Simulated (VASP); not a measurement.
Here is a VASP 6.6.1 calculation.

INCAR

```
SYSTEM = ZnCu
ALGO     = Normal         ! electronic algorithm
EDIFF    = 1E-6           ! SCF threshold, eV
ENCUT    = 600            ! plane-wave cutoff, eV
GGA      = PE             ! functional
GGA_COMPAT= .FALSE.      
ISIF     = 2              ! what is computed and relaxed
ISMEAR   = -5             ! smearing method
LASPH    = .TRUE.         ! aspherical terms in the spheres
LCHARG   = .FALSE.        ! write CHGCAR
LREAL    = .FALSE.        ! projectors in reciprocal space
LWAVE    = .FALSE.        ! write WAVECAR
NBANDS   = 18             ! bands
NELM     = 120            ! most SCF steps
PREC     = Accurate       ! precision mode
SIGMA    = 0.1            ! smearing width, eV
```

Contents of KPOINTS:

```
k-points
0
G
  6 6 6
  0 0 0
```

Contents of POSCAR:

```
ZnCu
1.0
    2.9205539200      0.0000000000      0.0000000000
    0.0000000000      2.9205539200      0.0000000000
    0.0000000000      0.0000000000      2.9205539200
Zn Cu
1 1
Direct
    0.5000000000      0.5000000000      0.5000000000
    0.0000000000      0.0000000000      0.0000000000
```

Potentials or basis: VASP PAW PBE potentials, release 64 (Zn, Cu).

Launch:

```sh
$ cat potpaw_PBE.64/Zn/POTCAR potpaw_PBE.64/Cu/POTCAR > POTCAR
$ mpirun -np 1 vasp_std > vasp.out
```

Q: What does it give for the pressure?

A: 5.9 GPa.

Caveat: tetrahedron occupations give inexact forces and stress in metals.
